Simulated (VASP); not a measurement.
# TiTe2 (P-1) in VASP: single point with PBE

Aim: the single point of TiTe2 with PBE.

All numbers are computed with VASP 6.6.1; they aren't measurements. Logs are shortened: lines on timing, memory, paths and dates and some standing lists are left out, and cuts for length are marked.

## (1) The cell of the first run

The typed cell holds 3 atoms: a = 3.777 Å, b = 3.777 Å, c = 6.498 Å, α = 90.54°, β = 88.93°, γ = 120.00°.

## (2) Single point, PBE (strain +0.0187 x Voigt [0, 0, 0, 0, 1, 0])

Contents of INCAR:

```
SYSTEM = TiTe2
PREC = Accurate ; ENCUT = 520
EDIFF = 1E-7 ; ISMEAR = 0
SIGMA = 0.15 ; LREAL = .False.
LASPH = .True. ; NELM = 80
ALGO = Normal ; ISIF = 2
LWAVE = .False. ; LCHARG = .False.
GGA = PE ; NBANDS = 19
```

Contents of KPOINTS:

```
regular mesh
0
Gamma
  12 12 8
  0 0 0
```

Contents of POSCAR:

```
TiTe2
1.0
    3.7770008876      0.0000000000      0.0353149583
   -1.8885004438      3.2709787188     -0.0176574791
    0.0607563000      0.0000000000      6.4980000000
Ti Te
1 2
Direct
    0.0000000000      0.0000000000      0.0000000000
    0.6666666667      0.3333333333      0.2628000000
    0.3333333333      0.6666666667      0.7372000000
```

Potentials or basis: VASP PAW PBE potentials, release 64 (Ti_sv, Te).

Command:

```sh
cat potpaw_PBE.64/Ti_sv/POTCAR potpaw_PBE.64/Te/POTCAR > POTCAR
mpirun -np 1 vasp_std > vasp.out
```

OUTCAR:

```text
SYSTEM = TiTe2
   PREC = Accurate
   ENCUT = 520
   EDIFF = 1E-7
   ISMEAR = 0
   LREAL = .False.
   LASPH = .True.
   NELM = 80
   ISIF = 2
   GGA = PE

 ion  position               nearest neighbor table
   1  0.000  0.000  0.000-   2 2.75   3 2.75   3 2.77   2 2.77   2 2.79   3 2.79
   2  0.667  0.333  0.263-   1 2.75   1 2.77   1 2.79
   3  0.333  0.667  0.737-   1 2.75   1 2.77   1 2.79

  LATTYP: Found a base centered monoclinic cell.
 ALAT       =     3.7771659814
 B/A-ratio  =     1.7319751024
 C/A-ratio  =     1.7204126219
 COS(beta)  =    -0.0186983653

  Lattice vectors:

 A1 = (  -1.8885004438,   3.2709787188,  -0.0176574791)
 A2 = (  -1.8885004438,  -3.2709787188,  -0.0176574792)
 A3 = (   0.0607563000,   0.0000000000,   6.4980000000)

Analysis of symmetry for initial positions (statically):
=====================================================================
 Subroutine PRICEL returns:
 Original cell was already a primitive cell.

 Routine SETGRP: Setting up the symmetry group for a
 base centered monoclinic supercell.

 Subroutine GETGRP returns: Found  2 space group operations
 (whereof  2 operations were pure point group operations)
 out of a pool of  4 trial point group operations.

The static configuration has the point symmetry S_2 .

Analysis of symmetry for dynamics (positions and initial velocities):
=====================================================================
 Subroutine PRICEL returns:
 Original cell was already a primitive cell.

 Routine SETGRP: Setting up the symmetry group for a
 base centered monoclinic supercell.

 Subroutine GETGRP returns: Found  2 space group operations
 (whereof  2 operations were pure point group operations)
 out of a pool of  4 trial point group operations.

The dynamic configuration has the point symmetry S_2 .

 Subroutine INISYM returns: Found  2 space group operations
 (whereof  2 operations are pure point group operations),
 and found     1 'primitive' translations

----------------------------------------------------------------------------------------

                                     Primitive cell

  volume of cell :      80.2725

  direct lattice vectors                    reciprocal lattice vectors
     3.777000888  0.000000000  0.035314958     0.264783478  0.152859448 -0.002475726
    -1.888500444  3.270978719 -0.017657479     0.000000000  0.305718895  0.000000000
     0.060756300  0.000000000  6.498000000    -0.001439030 -0.000000000  0.153906961

  length of vectors
     3.777165981  3.777042162  6.498284029     0.305748966  0.305718895  0.153913688

  position of ions in fractional coordinates (direct lattice)
     0.000000000  0.000000000  0.000000000
     0.666666667  0.333333333  0.262800000
     0.333333333  0.666666667  0.737200000

  ion indices of the primitive-cell ions
   primitive index   ion index
                 1           1
                 2           2
                 3           3

----------------------------------------------------------------------------------------

 KPOINTS: regular mesh

Automatic generation of k-mesh.
 Grid dimensions read from file:
 generate k-points for:   12   12    8

 Generating k-lattice:

  Cartesian coordinates                     Fractional coordinates (reciprocal lattice)
     0.022065290  0.012738287 -0.000206310     0.083333333  0.000000000 -0.000000000
     0.000000000  0.025476575  0.000000000     0.000000000  0.083333333  0.000000000
    -0.000179879 -0.000000000  0.019238370     0.000000000  0.000000000  0.125000000

  Length of vectors
     0.025479080  0.025476575  0.019239211

  Shift w.r.t. Gamma in fractional coordinates (k-lattice)
     0.000000000  0.000000000  0.000000000

 Subroutine IBZKPT returns following result:
 ===========================================

 Found    580 irreducible k-points:

 Following reciprocal coordinates:
            Coordinates               Weight
  0.000000  0.000000  0.000000      1.000000
  0.083333  0.000000  0.000000      2.000000
 -0.083333  0.083333  0.000000      2.000000
  0.166667 -0.000000 -0.000000      2.000000
 -0.166667  0.166667  0.000000      2.000000
  0.250000 -0.000000  0.000000      2.000000
[... 16 lines left out ...]
  0.416667  0.083333  0.000000      2.000000
 -0.416667  0.500000  0.000000      2.000000
 [... further k-points ...]
   k-points           NKPTS =    580   k-points in BZ     NKDIM =    580   number of bands    NBANDS=     19
   number of dos      NEDOS =    301   number of ions     NIONS =      3
   total plane-waves  NPLWV =  37632
   dimension x,y,z NGX =    28 NGY =   28 NGZ =   48
   dimension x,y,z NGXF=    56 NGYF=   56 NGZF=   96
   ions per type =               1   2
   NGX,Y,Z   is equivalent  to a cutoff of  12.32, 12.32, 12.28 a.u.
   NGXF,Y,Z  is equivalent  to a cutoff of  24.65, 24.65, 24.56 a.u.
 SYSTEM =  TiTe2
   PREC   = accura    normal or accurate (medium, high low for compatibility)
   ISTART =      0    job   : 0-new  1-cont  2-samecut
   ICHARG =      2    charge: 1-file 2-atom 10-const
   ISPIN  =      1    spin polarized calculation?
   LNONCOLLINEAR =      F non collinear calculations
   LSORBIT =      F    spin-orbit coupling
   LASPH  =      T    aspherical Exc in radial PAW
   ENCUT  =  520.0 eV  38.22 Ry    6.18 a.u.   7.02  7.02 12.08*2*pi/ulx,y,z
   NELM   =     80;   NELMIN=  2; NELMDL= -5     # of ELM steps
   EDIFF  = 0.1E-06   stopping-criterion for ELM
   LREAL  =      F    real-space projection
   EDIFFG = 0.1E-05   stopping-criterion for IOM
   NSW    =      0    number of steps for IOM
   IBRION =     -1    ionic relax: 0-MD 1-quasi-New 2-CG
   NFREE  =      0    steps in history (QN), initial steepest desc. (CG)
   ISIF   =      2    stress and relaxation
   ISYM   =      2    0-nonsym 1-usesym 2-fastsym
   POTIM  = 0.5000    time-step for ionic-motion
   TEBEG  =    0.0;   TEEND  =   0.0 temperature during run
   PSTRESS=    0.0 pullay stress
   NELECT =      24.0000    total number of electrons
   NUPDOWN=      -1.0000    fix difference up-down
   EMIN   =  10.00;   EMAX   =-10.00  energy-range for DOS
   EFERMI =   0.00;   METHOD = LEGACY
   ISMEAR =     0;   SIGMA  =   0.15  broadening in eV -4-tet -1-fermi 0-gaus
   EFERMI_NEDOS =   21; number of points for ismear=-14 and -15
   IALGO  =     38    algorithm
   IMIX   =      4    mixing-type and parameters
     AMIX     =   0.40;   BMIX     =  1.00
     AMIX_MAG =   1.60;   BMIX_MAG =  1.00
  volume/ion in A,a.u.               =      26.76       180.57
  Fermi-wavevector in a.u.,A,eV,Ry     =   1.094686  2.068657 16.304383  1.198338
  Thomas-Fermi vector in A             =   2.230996
   LORBIT       =      0    0 simple, 1 ext, 2 COOP (PROOUT), +10 PAW based schemes
   GGA     = PE    functional components
   LHFCALC =     F    Hartree Fock is set to
   AEXX    =    0.0000 exact exchange contribution
   IVDW    =     0    specifies the selected vdW correction
   LEPSILON=     F    determine dielectric tensor
   LRPA    =     F    only Hartree local field effects (RPA)
 non-spin polarized calculation
 Gauss-broadening in eV      SIGMA  =   0.15
  energy-cutoff  :      520.00
  volume of cell :       80.27
 maximum number of plane-waves:      2177
   NGX = 13   NGY = 13   NGZ = 25

 number of electron      23.9999998 magnetization

 Free energy of the ion-electron system (eV)
  ---------------------------------------------------
  ext. energy  EPLUGINS =         0.00000000
  ---------------------------------------------------
  free energy    TOTEN  =       -16.20632014 eV

  energy without entropy =      -16.19108079  energy(sigma->0) =      -16.19870046

 E-fermi :   6.8391     XC(G=0):  -9.8603

 val. band max:        6.8354978797   @ k =   0.4167   0.0000   0.1250
 cond. band min:       6.8394531461   @ k =  -0.3333   0.3333   0.5000
 fundamental gap:      0.0039552665
 Fermi energy:         6.8391066752

 k-point     1 :       0.0000    0.0000    0.0000
  band No.  band energies     occupation
      1     -50.6595      2.00000
      2     -26.9217      2.00000
      3     -26.9162      2.00000
      4     -26.8742      2.00000
      5      -5.5829      2.00000
      6      -4.0787      2.00000
[... 11 lines left out ...]
     18      11.9241      0.00000
     19      12.7607      0.00000

 k-point     2 :       0.0833    0.0000    0.0000
  band No.  band energies     occupation
      1     -50.6593      2.00000
      2     -26.9243      2.00000
      3     -26.9169      2.00000
      4     -26.8736      2.00000
      5      -5.5062      2.00000
      6      -4.0386      2.00000
[... 11 lines left out ...]
     18      12.4770      0.00000
     19      13.1555      0.00000

 k-point     3 :      -0.0833    0.0833    0.0000
  band No.  band energies     occupation
      1     -50.6593      2.00000
      2     -26.9226      2.00000
      3     -26.9188      2.00000
      4     -26.8736      2.00000
      5      -5.5056      2.00000
      6      -4.0397      2.00000
[... 11 lines left out ...]
     18      12.4721      0.00000
     19      13.1735      0.00000

 k-point     4 :       0.1667   -0.0000   -0.0000
  band No.  band energies     occupation
      1     -50.6587      2.00000
      2     -26.9318      2.00000
      3     -26.9188      2.00000
      4     -26.8719      2.00000
      5      -5.2827      2.00000
      6      -3.9267      2.00000
[... 407 lines left out ...]
     18      12.4104      0.00000
     19      12.8669      0.00000

 k-point    23 :       0.4167    0.0833    0.0000
  band No.  band energies     occupation
      1     -50.6565      2.00000
      2     -26.9610      2.00000
      3     -26.9276      2.00000
      4     -26.8648      2.00000
      5      -3.8802      2.00000
      6      -3.5790      2.00000
[... 11 lines left out ...]
     18      12.3630      0.00000
     19      12.7586      0.00000

 k-point    24 :      -0.4167    0.5000    0.0000
  band No.  band energies     occupation
      1     -50.6565      2.00000
      2     -26.9571      2.00000
      3     -26.9324      2.00000
      4     -26.8644      2.00000
      5      -3.8742      2.00000
      6      -3.5833      2.00000
[... 11 lines left out ...]
     18      12.3548      0.00000
     19      12.7720      0.00000

 [... further k-points ...]

------------------------ aborting loop because EDIFF is reached ----------------------------------------

  FORCE on cell =-STRESS in cart. coord.  units (eV):
  Direction    XX          YY          ZZ          XY          YZ          ZX
  --------------------------------------------------------------------------------------
  -------------------------------------------------------------------------------------
  Total        0.3147074      0.3021442      0.8020640     -0.1766378      0.0138729     -0.5319455
  in kB        6.2813201      6.0305695     16.0085895     -3.5255569      0.2768936    -10.6172294
  external PRESSURE =       9.4401597 kB  Pullay stress =       0.0000000 kB

 VOLUME and BASIS-vectors are now :
 -----------------------------------------------------------------------------
  energy-cutoff  :      520.00
  volume of cell :       80.27
      direct lattice vectors                 reciprocal lattice vectors
     3.777000888  0.000000000  0.035314958     0.264783478  0.152859448 -0.002475726
    -1.888500444  3.270978719 -0.017657479     0.000000000  0.305718895  0.000000000
     0.060756300  0.000000000  6.498000000    -0.001439030 -0.000000000  0.153906961

 POSITION                                       TOTAL-FORCE (eV/Angst)
 -----------------------------------------------------------------------------------
      0.00000      0.00000      0.00000         0.000000      0.000000      0.000000
      1.90447      1.09033      1.72533        -0.125189      0.003189      0.044487
      0.04479      2.18065      4.79033         0.125189     -0.003189     -0.044487
 -----------------------------------------------------------------------------------
    total drift:                                0.000000     -0.000000     -0.000000

  FREE ENERGIE OF THE ION-ELECTRON SYSTEM (eV)
  ---------------------------------------------------
  free  energy   TOTEN  =       -16.2063201371 eV

  energy  without entropy=      -16.1910807918  energy(sigma->0) =      -16.19870046
```

Run time: 6.2 min. Hardware: 1 thread of Intel Xeon 6975P-C (Granite Rapids), shared host; peak memory 0.88 GiB.

What came out:

- Free energy: -16.2063 eV
- Pressure: 0.9 GPa
- Largest force: 0.133 eV/Å
- Band gap on the k mesh: zero (bands 12 and 13 overlap by 0.70 eV)

Forces on the atoms (eV/Å):
```
Ti   0.000  0.000  0.000
Te  -0.125  0.003  0.044
Te   0.125 -0.003 -0.044
```

Caveat: the cell differs from its parent crystal (strain +0.0187 x Voigt [0, 0, 0, 0, 1, 0]); spin-orbit coupling is left out, which moves the levels of the heavy elements.
